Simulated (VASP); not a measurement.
Runs of VASP 6.6.1 on Be. The structure is that of space group Im-3m (No. 229), or close to it. The cells are those of the table. 

```csv
task,cell,k mesh for the DOS,occupations for the DOS,gap on the mesh (eV),pressure (GPa)
single point,"a = 1.899 Å, angles 109.5°, 1 atom",-,-,none,(a)
single point,"a = 2.159 Å, angles 109.5°, 1 atom",-,-,none,0.4
single point,"a = 1.801 Å, angles 109.5°, 1 atom",-,-,none,169.0
single point,"a = 1.630 Å, angles 109.5°, 1 atom",-,-,none,429.3
```

Alike in all rows: level PBEsol; potentials or basis VASP PAW PBE potentials, release 64 (Be); no spin polarisation; k mesh 23 × 23 × 23; cutoff (eV) 520; smearing fermi-dirac 0.1 eV.

Q: Fill in the values left out.

A: (a) 92.2.

Caveats: the PAW data sets were made with another functional, which shifts forces and pressure a little.

A gap of «none» marks levels without a gap at the run's occupations.
